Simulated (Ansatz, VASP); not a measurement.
**In4Sb3As: VASP beside Ansatz**

The input INCAR:

```
PREC     = Accurate       # precision mode
ENCUT    = 520            # plane-wave cutoff, eV
EDIFF    = 1E-7           # SCF threshold, eV
ISMEAR   = 0              # smearing method
SIGMA    = 0.1            # smearing width, eV
LREAL    = F              # projectors in reciprocal space
LASPH    = T              # aspherical terms in the spheres
NELM     = 80             # most SCF steps
ALGO     = Normal         # electronic algorithm
ISIF     = 2              # what is computed and relaxed
LWAVE    = F              # write WAVECAR
LCHARG   = T              # write CHGCAR
GGA      = PE             # functional
LELF     = T              # ELF
LVHAR    = T            
NBANDS   = 46             # bands
```

Contents of KPOINTS:

```
regular mesh
0
Gamma
  4 4 4
```

The input POSCAR:

```
In4Sb3As
1.0
    6.0017366400      0.0000000000      0.0000000000
    0.0000000000      6.0017366400      0.0000000000
    0.0000000000      0.0000000000      6.0017366400
In Sb As
4 3 1
Direct
    0.2500000000      0.7500000000      0.2500000000
    0.2500000000      0.2500000000      0.7500000000
    0.7500000000      0.7500000000      0.7500000000
    0.7500000000      0.2500000000      0.2500000000
    0.0000000000      0.5000000000      0.5000000000
    0.5000000000      0.5000000000      0.0000000000
    0.5000000000      0.0000000000      0.5000000000
    0.0000000000      0.0000000000      0.0000000000
```

Input for Ansatz:

```yaml
crystal:
  lattice:
    - [6.00173664, 0.0, 0.0]
    - [0.0, 6.00173664, 0.0]
    - [0.0, 0.0, 6.00173664]
  atoms:
    - { symbol: In, position: [0.25, 0.75, 0.25] }
    - { symbol: In, position: [0.25, 0.25, 0.75] }
    - { symbol: In, position: [0.75, 0.75, 0.75] }
    - { symbol: In, position: [0.75, 0.25, 0.25] }
    - { symbol: Sb, position: [0.0, 0.5, 0.5] }
    - { symbol: Sb, position: [0.5, 0.5, 0.0] }
    - { symbol: Sb, position: [0.5, 0.0, 0.5] }
    - { symbol: As, position: [0.0, 0.0, 0.0] }
basis:
  ecutwfc: 420
kpoints:
  mp_grid: { grid: [4, 4, 4] }
hamiltonian:
  xc: pbe
scf:
  occupations: { method: gaussian, width: 0.1 }
  lower_state_search: "off"
output:
  forces: true
  stress: true
  eigenvalues: true
```

Alike in both runs: task single point; functional PBE; k mesh 4 × 4 × 4; occupations gaussian, width 0.1 eV; no spin polarisation.

|  | VASP | Ansatz |
| --- | --- | --- |
| version | VASP 6.6.1 | Ansatz 0.2.0 |
| potentials or method | VASP PAW PBE potentials, release 64 (In_d, Sb, As), cutoff 520 eV | scalar-relativistic, plane waves, PAW |
| valence electrons in the cell | 72 | 112 |

```tsv
	VASP	Ansatz	Ansatz less VASP
gap on the k mesh at the Fermi level (eV)	0.28	0.30	+0.012
least direct gap on the mesh (eV)	0.40	0.41	+0.010
pressure (GPa)	18.4	18.4	+0.01
```

VASP's potentials hold 72 valence electrons a cell and Ansatz's 112, so a difference there can come from the potentials and not from the codes.

Neither program's run includes spin-orbit coupling.
